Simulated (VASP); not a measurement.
# Br (Cmce) in VASP: a series of runs

The runs below take Br through single point, with revPBE+D3(BJ), BLYP+D3(BJ), BLYP+D4, LDA, PBEsol.

Program: VASP 6.6.1. These are calculated values, not measurements. Logs are shortened: lines on timing, memory, paths and dates and some standing lists are left out, and cuts for length are marked.

## (1) The cell of the first run

The structure is orthorhombic, space group Cmce (No. 64). Conventional cell: a = 6.796 Å, b = 4.181 Å, c = 8.572 Å, α = 90.00°, β = 90.00°, γ = 90.00°. Within 3.2 Å of Br (site symmetry m) lie 3 Br at 2.39 to 3.07 Å.

## (2) Single point, revPBE+D3(BJ)

Contents of INCAR:

```
SYSTEM = Br
ALGO = Normal ; EDIFF = 1E-6
ENCUT = 520 ; GGA = RE
ISIF = 2 ; ISMEAR = -1
IVDW = 12 ; LASPH = .True.
LCHARG = .False. ; LREAL = .False.
LWAVE = .False. ; NBANDS = 22
NELM = 80 ; PREC = Accurate
SIGMA = 0.05
```

Contents of KPOINTS:

```
k-points
0
Gamma
  7 7 3
  0 0 0
```

Contents of POSCAR:

```
Br
1.0
    3.3981403683     -2.0904889303      0.0000000000
    3.3981403683      2.0904889303      0.0000000000
    0.0000000000      0.0000000000      8.5718846838
Br
4
Direct
    0.3494349322      0.6505650678      0.3813365291
    0.1505650678      0.8494349322      0.8813365291
    0.6505650678      0.3494349322      0.6186634709
    0.8494349322      0.1505650678      0.1186634709
```

Potentials or basis: VASP PAW PBE potentials, release 64 (Br).

Launch:

```sh
$ cat potpaw_PBE.64/Br/POTCAR > POTCAR
$ mpirun -np 1 vasp_std > vasp.out
```

OUTCAR:

```text
SYSTEM = Br
   EDIFF = 1E-6
   ENCUT = 520
   GGA = RE
   ISIF = 2
   ISMEAR = -1
   IVDW = 12
   LASPH = .True.
   LREAL = .False.
   NELM = 80
   PREC = Accurate
 IVDW          = 12

 ion  position               nearest neighbor table
   1  0.349  0.651  0.381-   3 2.39
   2  0.151  0.849  0.881-   4 2.39
   3  0.651  0.349  0.619-   1 2.39
   4  0.849  0.151  0.119-   2 2.39

  LATTYP: Found a base centered orthorhombic cell.
 ALAT       =     4.1809778606
 B/A-ratio  =     1.6255242107
 C/A-ratio  =     2.0502104937

  Lattice vectors:

 A1 = (  -3.3981403683,  -2.0904889303,   0.0000000000)
 A2 = (   3.3981403683,  -2.0904889303,   0.0000000000)
 A3 = (   0.0000000000,   0.0000000000,   8.5718846838)

Analysis of symmetry for initial positions (statically):
=====================================================================
 Subroutine PRICEL returns:
 Original cell was already a primitive cell.

 Routine SETGRP: Setting up the symmetry group for a
 base centered orthorhombic supercell.

 Subroutine GETGRP returns: Found  8 space group operations
 (whereof  4 operations were pure point group operations)
 out of a pool of  8 trial point group operations.

The static configuration has the point symmetry C_2h.
 The point group associated with its full space group is D_2h.

Analysis of symmetry for dynamics (positions and initial velocities):
=====================================================================
 Subroutine PRICEL returns:
 Original cell was already a primitive cell.

 Routine SETGRP: Setting up the symmetry group for a
 base centered orthorhombic supercell.

 Subroutine GETGRP returns: Found  8 space group operations
 (whereof  4 operations were pure point group operations)
 out of a pool of  8 trial point group operations.

The dynamic configuration has the point symmetry C_2h.
 The point group associated with its full space group is D_2h.

 Subroutine INISYM returns: Found  8 space group operations
 (whereof  4 operations are pure point group operations),
 and found     1 'primitive' translations

----------------------------------------------------------------------------------------

                                     Primitive cell

  volume of cell :     121.7855

  direct lattice vectors                    reciprocal lattice vectors
     3.398140368 -2.090488930  0.000000000     0.147139301 -0.239178497  0.000000000
     3.398140368  2.090488930  0.000000000     0.147139301  0.239178497  0.000000000
     0.000000000  0.000000000  8.571884684     0.000000000  0.000000000  0.116660459

  length of vectors
     3.989674414  3.989674414  8.571884684     0.280813688  0.280813688  0.116660459

  position of ions in fractional coordinates (direct lattice)
     0.349434932  0.650565068  0.381336529
     0.150565068  0.849434932  0.881336529
     0.650565068  0.349434932  0.618663471
     0.849434932  0.150565068  0.118663471

  ion indices of the primitive-cell ions
   primitive index   ion index
                 1           1
                 2           2
                 3           3
                 4           4

----------------------------------------------------------------------------------------

 KPOINTS: k-points

Automatic generation of k-mesh.
 Grid dimensions read from file:
 generate k-points for:    7    7    3

 Generating k-lattice:

  Cartesian coordinates                     Fractional coordinates (reciprocal lattice)
     0.021019900 -0.034168357  0.000000000     0.142857143 -0.000000000  0.000000000
     0.021019900  0.034168357  0.000000000    -0.000000000  0.142857143  0.000000000
     0.000000000  0.000000000  0.038886820     0.000000000  0.000000000  0.333333333

  Length of vectors
     0.040116241  0.040116241  0.038886820

  Shift w.r.t. Gamma in fractional coordinates (k-lattice)
     0.000000000  0.000000000  0.000000000

 Subroutine IBZKPT returns following result:
 ===========================================

 Found     32 irreducible k-points:

 Following reciprocal coordinates:
            Coordinates               Weight
  0.000000  0.000000  0.000000      1.000000
  0.142857 -0.000000  0.000000      4.000000
  0.285714 -0.000000  0.000000      4.000000
  0.428571  0.000000  0.000000      4.000000
  0.142857  0.142857  0.000000      2.000000
  0.285714  0.142857  0.000000      4.000000
[... 16 lines left out ...]
  0.428571  0.142857  0.333333      8.000000
 -0.428571  0.142857  0.333333      8.000000
 [... further k-points ...]
   k-points           NKPTS =     32   k-points in BZ     NKDIM =     32   number of bands    NBANDS=     22
   number of dos      NEDOS =    301   number of ions     NIONS =      4
   total plane-waves  NPLWV =  57600
   dimension x,y,z NGX =    30 NGY =   30 NGZ =   64
   dimension x,y,z NGXF=    60 NGYF=   60 NGZF=  128
   ions per type =               4
   NGX,Y,Z   is equivalent  to a cutoff of  12.50, 12.50, 12.41 a.u.
   NGXF,Y,Z  is equivalent  to a cutoff of  25.00, 25.00, 24.82 a.u.
 SYSTEM =  Br
   PREC   = accura    normal or accurate (medium, high low for compatibility)
   ISTART =      0    job   : 0-new  1-cont  2-samecut
   ICHARG =      2    charge: 1-file 2-atom 10-const
   ISPIN  =      1    spin polarized calculation?
   LNONCOLLINEAR =      F non collinear calculations
   LSORBIT =      F    spin-orbit coupling
   LASPH  =      T    aspherical Exc in radial PAW
   ENCUT  =  520.0 eV  38.22 Ry    6.18 a.u.   7.42  7.42 15.94*2*pi/ulx,y,z
   NELM   =     80;   NELMIN=  2; NELMDL= -5     # of ELM steps
   EDIFF  = 0.1E-05   stopping-criterion for ELM
   LREAL  =      F    real-space projection
   EDIFFG = 0.1E-04   stopping-criterion for IOM
   NSW    =      0    number of steps for IOM
   IBRION =     -1    ionic relax: 0-MD 1-quasi-New 2-CG
   NFREE  =      0    steps in history (QN), initial steepest desc. (CG)
   ISIF   =      2    stress and relaxation
   ISYM   =      2    0-nonsym 1-usesym 2-fastsym
   POTIM  = 0.5000    time-step for ionic-motion
   TEBEG  =    0.0;   TEEND  =   0.0 temperature during run
   PSTRESS=    0.0 pullay stress
   NELECT =      28.0000    total number of electrons
   NUPDOWN=      -1.0000    fix difference up-down
   EMIN   =  10.00;   EMAX   =-10.00  energy-range for DOS
   EFERMI =   0.00;   METHOD = LEGACY
   ISMEAR =    -1;   SIGMA  =   0.05  broadening in eV -4-tet -1-fermi 0-gaus
   EFERMI_NEDOS =   21; number of points for ismear=-14 and -15
   IALGO  =     38    algorithm
   IMIX   =      4    mixing-type and parameters
     AMIX     =   0.40;   BMIX     =  1.00
     AMIX_MAG =   1.60;   BMIX_MAG =  1.00
  volume/ion in A,a.u.               =      30.45       205.46
  Fermi-wavevector in a.u.,A,eV,Ry     =   1.002911  1.895227 13.685151  1.005830
  Thomas-Fermi vector in A             =   2.135429
   LORBIT       =      0    0 simple, 1 ext, 2 COOP (PROOUT), +10 PAW based schemes
   GGA     = RE    functional components
   LHFCALC =     F    Hartree Fock is set to
   AEXX    =    0.0000 exact exchange contribution
   IVDW    =    12    specifies the selected vdW correction
   LEPSILON=     F    determine dielectric tensor
   LRPA    =     F    only Hartree local field effects (RPA)
 non-spin polarized calculation
  energy-cutoff  :      520.00
  volume of cell :      121.79
 maximum number of plane-waves:      3310
 NGX is ok and might be reduce to    30
   NGX = 15   NGY = 15   NGZ = 31

 number of electron      27.9999994 magnetization

 Free energy of the ion-electron system (eV)
  ---------------------------------------------------
  ext. energy  EPLUGINS =         0.00000000
  ---------------------------------------------------
  free energy    TOTEN  =        -5.36848746 eV

  energy without entropy =       -5.36848731  energy(sigma->0) =       -5.36848739

 E-fermi :   1.2740     XC(G=0):  -8.1803

 val. band max:        0.5981685056   @ k =   0.0000   0.0000   0.0000
 cond. band min:       1.9969417421   @ k =   0.4286   0.4286   0.0000
 fundamental gap:      1.3987732366
 Fermi energy:         1.2740213075

 k-point     1 :       0.0000    0.0000    0.0000
  band No.  band energies     occupation
      1     -15.2933      2.00000
      2     -14.6319      2.00000
      3     -13.1386      2.00000
      4     -11.9236      2.00000
      5      -4.4832      2.00000
      6      -2.9818      2.00000
[... 14 lines left out ...]
     21      10.0203      0.00000
     22      10.6761      0.00000

 k-point     2 :       0.1429   -0.0000    0.0000
  band No.  band energies     occupation
      1     -15.2180      2.00000
      2     -14.6109      2.00000
      3     -13.0805      2.00000
      4     -11.9930      2.00000
      5      -4.4798      2.00000
      6      -3.1950      2.00000
[... 14 lines left out ...]
     21       9.9479      0.00000
     22      10.1789      0.00000

 k-point     3 :       0.2857   -0.0000    0.0000
  band No.  band energies     occupation
      1     -15.0208      2.00000
      2     -14.5814      2.00000
      3     -12.9226      2.00000
      4     -12.1839      2.00000
      5      -4.5219      2.00000
      6      -3.7877      2.00000
[... 14 lines left out ...]
     21      10.1444      0.00000
     22      10.5654      0.00000
[... 476 lines left out ...]
 k-point    23 :       0.4286    0.1429    0.3333
  band No.  band energies     occupation
      1     -14.8520      2.00000
      2     -14.6598      2.00000
      3     -12.6659      2.00000
      4     -12.3456      2.00000
      5      -4.3102      2.00000
      6      -3.9352      2.00000
[... 14 lines left out ...]
     21       9.9858      0.00000
     22      10.2785      0.00000

 k-point    24 :      -0.4286    0.1429    0.3333
  band No.  band energies     occupation
      1     -14.7085      2.00000
      2     -14.6547      2.00000
      3     -12.6024      2.00000
      4     -12.5185      2.00000
      5      -4.2993      2.00000
      6      -4.1813      2.00000
[... 14 lines left out ...]
     21      11.0276      0.00000
     22      11.5048      0.00000

 [... further k-points ...]

------------------------ aborting loop because EDIFF is reached ----------------------------------------

 Edisp (eV)   -1.86844

 E8    (eV) :    -1.2570

  FORCE on cell =-STRESS in cart. coord.  units (eV):
  Direction    XX          YY          ZZ          XY          YZ          ZX
  --------------------------------------------------------------------------------------
  -------------------------------------------------------------------------------------
  Total       0.01008    -0.00643    -0.00665     0.00000     0.00000     0.00000
  in kB       0.13261    -0.08457    -0.08748     0.00000     0.00000     0.00000
  external pressure =       -0.01 kB  Pullay stress =        0.00 kB

 VOLUME and BASIS-vectors are now :
 -----------------------------------------------------------------------------
  energy-cutoff  :      520.00
  volume of cell :      121.79
      direct lattice vectors                 reciprocal lattice vectors
     3.398140368 -2.090488930  0.000000000     0.147139301 -0.239178497  0.000000000
     3.398140368  2.090488930  0.000000000     0.147139301  0.239178497  0.000000000
     0.000000000  0.000000000  8.571884684     0.000000000  0.000000000  0.116660459

 POSITION                                       TOTAL-FORCE (eV/Angst)
 -----------------------------------------------------------------------------------
      3.39814      0.62951      3.26877         0.000000      0.000678      0.004671
      3.39814      1.46098      7.55472         0.000000     -0.000678      0.004671
      3.39814     -0.62951      5.30311         0.000000     -0.000678     -0.004671
      3.39814     -1.46098      1.01717         0.000000      0.000678     -0.004671
 -----------------------------------------------------------------------------------
    total drift:                                0.000000      0.000000     -0.000000

  FREE ENERGIE OF THE ION-ELECTRON SYSTEM (eV)
  ---------------------------------------------------
  free  energy   TOTEN  =        -7.2369256643 eV

  energy  without entropy=       -7.2369255084  energy(sigma->0) =       -7.23692559
```

Wall time 35 s (1 thread of Intel Xeon 6975P-C (Granite Rapids), shared host); peak memory 0.25 GiB.

What came out:

| Quantity | Value |
| --- | --- |
| Free energy | -7.2369 eV |
| Pressure | 0.0 GPa |
| Largest force | 0.005 eV/Å |
| Band gap on the k mesh | 1.40 eV, indirect (least direct gap 1.45 eV) |
| Dispersion energy per atom | -0.467 eV |

Forces on the atoms (eV/Å):
```
Br   0.000  0.001  0.005
Br   0.000 -0.001  0.005
Br   0.000 -0.001 -0.005
Br   0.000  0.001 -0.005
```

Caveat: the PAW data sets were made with another functional, which shifts forces and pressure a little.

(Continued in part 2 of 3.)
